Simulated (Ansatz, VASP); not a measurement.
One calculation of BN, two programs

```
CELL_PARAMETERS angstrom
3.62600 0.00000 0.00000
0.00000 -3.62600 0.00000
0.00000 0.00000 -3.62600
ATOMIC_POSITIONS crystal
B 0.99188 0.54541 0.51290
B 0.51384 0.02804 0.47852
B 0.47504 0.48383 0.96492
B 0.01659 0.95424 0.02668
N 0.72344 0.76338 0.74957
N 0.24920 0.26449 0.77676
N 0.32939 0.77710 0.27001
N 0.70060 0.18351 0.22066
```

Change from the starting cell: all atoms moved at random (sigma 0.1 Å a component).

Alike in both runs: task single point; functional r2SCAN; k mesh 6 × 6 × 6; occupations gaussian, width 0.05 eV; no spin polarisation.

|  | VASP | Ansatz |
| --- | --- | --- |
| version | VASP 6.6.1 | Ansatz 0.2.0 |
| potentials or method | VASP PAW PBE potentials, release 64 (B, N), cutoff 520 eV | scalar-relativistic, plane waves, PAW |
| valence electrons in the cell | 32 | 32 |

Ansatz gave:

| Property | Result |
| --- | --- |
| gap on the k mesh at the Fermi level (eV) | 2.79 |
| least direct gap on the mesh (eV) | 2.79 |
| pressure (GPa) | 27.0 |
| traceless stress, the component that is largest in VASP (GPa) | -28.66 |
| rms of the force components (eV/Å) | 5.502 |

Q: What did VASP give for the same quantities?

A: gap on the k mesh at the Fermi level (eV): 2.79; least direct gap on the mesh (eV): 2.79; pressure (GPa): 27.9; traceless stress, the component that is largest in VASP (GPa): -28.74; rms of the force components (eV/Å): 5.515.

VASP's potentials were made for PBE, not for r2SCAN. Atom by atom the forces differ by 0.024 eV/Å (rms over components). With one functional, cell and mesh, what is left measures potentials, basis and numerics.
